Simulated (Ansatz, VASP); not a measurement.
**One calculation of AlN, two programs**

```
Al N
1.0
     3.01152    0.00000    0.00000
    -1.50576    2.60806    0.00000
     0.00000    0.00000    4.82017
Al N
2 2
Direct
  0.33976 0.67953 0.00152
  0.66024 0.32047 0.50152
  0.32760 0.65519 0.38348
  0.67240 0.34481 0.88348
```

Change from the starting cell: mode 5 frozen in at +0.034 Å, equal normal strain along x, y and z -0.0250.

Alike in both runs: task single point; functional LDA; k mesh 9 × 9 × 6; occupations gaussian, width 0.05 eV; no spin polarisation.

|  | VASP | Ansatz |
| --- | --- | --- |
| version | VASP 6.6.1 | Ansatz 0.2.0 |
| potentials or method | VASP PAW LDA potentials, release 64 (Al, N), cutoff 520 eV | scalar-relativistic, plane waves, PAW |
| valence electrons in the cell | 16 | 16 |

```csv
,VASP,Ansatz,Ansatz less VASP
gap on the k mesh at the Fermi level (eV),4.91,4.93,+0.024
least direct gap on the mesh (eV),5.10,5.10,-0.007
pressure (GPa),19.4,18.5,-0.94
"traceless stress, the component that is largest in VASP (GPa)",-0.91,-0.87,+0.045
rms of the force components (eV/Å),0.089,0.089,0.0000
```

LDA's correlation is that of Perdew and Zunger in VASP and of Perdew and Wang (1992) in Ansatz. Atom by atom the forces differ by 0.001 eV/Å (rms over components).
